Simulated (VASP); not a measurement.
The system is Zn2SnO3.

```
Zn Sn O
1.0
    -1.68000    1.68000    7.12500
     1.68000   -1.68000    7.12500
     1.68000    1.68000   -7.12500
Zn Sn O
2 1 3
Direct
  0.66670 0.66670 0.00000
  0.33330 0.33330 0.00000
  0.00000 0.00000 0.00000
  0.75000 0.25000 0.50000
  0.08330 0.58330 0.50000
  0.41670 0.91670 0.50000
```

- Program: VASP 6.6.1
- Task: relaxation of cell and atoms
- Functional: PBE
- Potentials or basis: VASP PAW PBE potentials, release 64 (Zn, Sn_d, O)
- Cutoff: 600 eV
- k mesh: 5 × 5 × 5
- Occupations: gaussian, width 0.15 eV
- Spin: no spin polarisation

At the start: pressure 13.5 GPa; volume 13.41 Å³/atom.

**Question.** How do energy, volume and symmetry change on relaxing?

**Answer.** Over 8 steps the energy falls by 183.4 meV/atom and the volume is 14.54 Å³/atom (+8.5 %); space group I-4m2 (No. 119, to 0.1 Å) before and after.

The path:
```csv
step,energy change (eV),largest force (eV/Å),pressure (GPa),volume (Å³)
1,0.0000,2.2361,13.53,80.44
2,-0.6113,0.8929,-5.33,94.34
3,-0.6338,0.9946,-2.99,91.73
4,-0.8180,0.9508,-1.87,89.99
5,-1.0736,0.1593,3.12,84.88
6,-1.0758,0.3110,2.40,85.45
7,-1.0912,0.2128,-1.26,88.42
8,-1.1005,0.0342,0.07,87.25
```

Final structure:
```cif
data_structure
_symmetry_space_group_name_H-M 'P 1'
_symmetry_Int_Tables_number 1
_cell_length_a 7.6920
_cell_length_b 7.6920
_cell_length_c 7.6920
_cell_angle_alpha 154.013
_cell_angle_beta 154.013
_cell_angle_gamma 37.081
_cell_volume 87.25
loop_
_atom_site_label
_atom_site_type_symbol
_atom_site_fract_x
_atom_site_fract_y
_atom_site_fract_z
_atom_site_occupancy
Zn1 Zn 0.67896 0.67896 0.00000 1
Zn2 Zn 0.32104 0.32104 0.00000 1
Sn1 Sn 0.00000 0.00000 0.00000 1
O1 O 0.75000 0.25000 0.50000 1
O2 O 0.10684 0.60684 0.50000 1
O3 O 0.39316 0.89316 0.50000 1
```

Caveat: the k points lie up to 0.37 Å⁻¹ apart in the final cell; the relaxation stopped at a loose force limit of 0.08 eV/Å, so its end isn't a converged minimum.
